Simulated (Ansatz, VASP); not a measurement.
# Cu in VASP and in Ansatz

File INCAR:

```
  PREC = Accurate
  ENCUT = 520
  EDIFF = 1E-6
  ISMEAR = 0
  SIGMA = 0.15
  LREAL = F
  LASPH = T
  NELM = 100
  ALGO = Fast
  ISIF = 2
  LWAVE = F
  LCHARG = F
  GGA = PS
  NBANDS = 18
```

The input KPOINTS:

```
Automatic mesh
0
Gamma
  26 26 24
```

The input POSCAR:

```
Cu
1.0
    1.2147975457     -3.9598457492      0.0000000000
    1.2147975457      3.9598457492      0.0000000000
    0.0000000000      0.0000000000      2.4677050569
Cu
2
Direct
    0.1338530444      0.8661469556      0.2500000000
    0.8661469556      0.1338530444      0.7500000000
```

Input for Ansatz:

```yaml
crystal:
  lattice:
    - [1.2147975457, -3.9598457492, 0.0]
    - [1.2147975457, 3.9598457492, 0.0]
    - [0.0, 0.0, 2.4677050569]
  atoms:
    - { symbol: Cu, position: [0.1338530444, 0.8661469556, 0.25] }
    - { symbol: Cu, position: [0.8661469556, 0.1338530444, 0.75] }
basis:
  ecutwfc: 420
kpoints:
  mp_grid: { grid: [26, 26, 24] }
hamiltonian:
  xc: pbesol
scf:
  occupations: { method: gaussian, width: 0.15 }
output:
  forces: true
  stress: true
  eigenvalues: true
  write_density: true
  write_potential: true
  elf: true
  volumetric_format: npy
```

Alike in both runs: task single point; functional PBEsol; k mesh 26 × 26 × 24; occupations gaussian, width 0.15 eV; no spin polarisation.

|  | VASP | Ansatz |
| --- | --- | --- |
| version | VASP 6.6.1 | Ansatz 0.2.0 |
| potentials or method | VASP PAW PBE potentials, release 64 (Cu), cutoff 520 eV | scalar-relativistic, plane waves, PAW |
| valence electrons in the cell | 22 | 38 |

|  | VASP | Ansatz | Ansatz less VASP |
| --- | --- | --- | --- |
| gap on the k mesh at the Fermi level (eV) | none | none | - |
| pressure (GPa) | 1.1 | 0.0 | -1.11 |
| traceless stress, the component that is largest in VASP (GPa) | 0.19 | 0.12 | -0.075 |
| rms of the force components (eV/Å) | 0.003 | 0.000 | -0.0031 |

VASP's potentials were made for PBE, not for PBEsol. Atom by atom the forces differ by 0.003 eV/Å (rms over components). A gap of «none» marks a metal or a gap that the smearing closes. VASP's potentials hold 22 valence electrons a cell and Ansatz's 38, so a difference there can come from the potentials and not from the codes.
